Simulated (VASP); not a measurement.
Set up this calculation in VASP 6.6.1, as the native input.

- Task: single point
- Functional: PBEsol
- Potentials or basis: VASP PAW PBE potentials, release 64 (Zr_sv)
- Cutoff: 520 eV
- k mesh: 11 × 7 × 1
- Occupations: gaussian, width 0.1 eV
- Spin: no spin polarisation
- Dipole correction: yes
- Further INCAR settings: ALGO = Normal; EDIFF = 1e-06; NBANDS = 71

The structure of Zr lies in POSCAR:

```
Zr
1.0
    3.1834311920      0.0000000000      0.0000000000
    0.0000000000      5.1176265140      0.0000000000
    0.0000000000      0.0000000000     26.9467065619
Zr
10
Direct
    0.0000000000      0.7500000000      0.2826548345
    0.5000000000      0.2500000000      0.3143879425
    0.5000000000      0.7500000000      0.3798392322
    0.0000000000      0.2500000000      0.4152495054
    0.0000000000      0.7500000000      0.4829165779
    0.5000000000      0.2500000000      0.5170834214
    0.5000000000      0.7500000000      0.5847504918
    0.0000000000      0.2500000000      0.6201607693
    0.0000000000      0.7500000000      0.6856120586
    0.5000000000      0.2500000000      0.7173451666
```

These files were run (other wordings do the same):

INCAR

```
SYSTEM = Zr
  ALGO = Normal
  DIPOL = 0.5 0.5 0.500
  EDIFF = 1E-6
  ENCUT = 520
  GGA = PS
  IDIPOL = 3
  ISIF = 2
  ISMEAR = 0
  LASPH = .TRUE.
  LCHARG = .FALSE.
  LDIPOL = .TRUE.
  LREAL = .FALSE.
  LWAVE = .FALSE.
  NBANDS = 71
  NELM = 80
  PREC = Accurate
  SIGMA = 0.1
```

KPOINTS

```
k-points
0
G
  11 7 1
  0 0 0
```

Potentials or basis: VASP PAW PBE potentials, release 64 (Zr_sv).

Command:

```bash
$ cat potpaw_PBE.64/Zr_sv/POTCAR > POTCAR
$ mpirun -np 1 vasp_std > vasp.out
```

Results of the run:

The largest force is 0.019 eV/Å. The band gap on the k mesh is zero (bands 60 and 61 overlap by 0.46 eV).

Caveat: the PAW data sets were made with another functional, which shifts forces and pressure a little.

It took 25 min on 1 thread of Intel(R) Xeon(R) Platinum 8488C (Sapphire Rapids), with other jobs on the host, peak memory 0.73 GiB.
